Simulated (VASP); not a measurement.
Crystal: Y.

```xyz
1
Lattice="0.0000 2.5520 2.5520 2.5520 0.0000 2.5520 2.5520 2.5520 0.0000" Properties=species:S:1:pos:R:3 pbc="T T T"
Y     0.0000    0.0000    0.0000
```

```yaml
Program: VASP 6.6.1
Task: relaxation of cell and atoms
Functional: RPBE
Dispersion: D4
Potentials_or_basis: VASP PAW PBE potentials, release 64 (Y_sv)
Cutoff: 600 eV
k_mesh: 9 × 9 × 9
Occupations: fermi-dirac, width 0.05 eV
Spin: no spin polarisation
```

At the start: pressure -1.2 GPa; volume 33.24 Å³/atom.

Question: How do energy, volume and symmetry change on relaxing?

Answer: Over 3 steps the energy falls by 4.0 meV/atom and the volume is 32.19 Å³/atom (-3.2 %); space group Fm-3m (No. 225, to 0.05 Å).

The path:
```csv
step,energy change (eV),largest force (eV/Å),pressure (GPa),volume (Å³)
1,0.0000,0.0000,-1.17,33.24
2,-0.0039,0.0000,0.13,32.08
3,-0.0040,0.0000,-0.02,32.19
```

Final structure:
```
Y
1.0
     0.00000    2.52473    2.52473
     2.52473    0.00000    2.52473
     2.52473    2.52473    0.00000
Y
1
Direct
  0.00000 0.00000 0.00000
```

Caveat: the PAW data sets were made with another functional, which shifts forces and pressure a little; pairwise dispersion overbinds metals, which lowers pressure and volume.
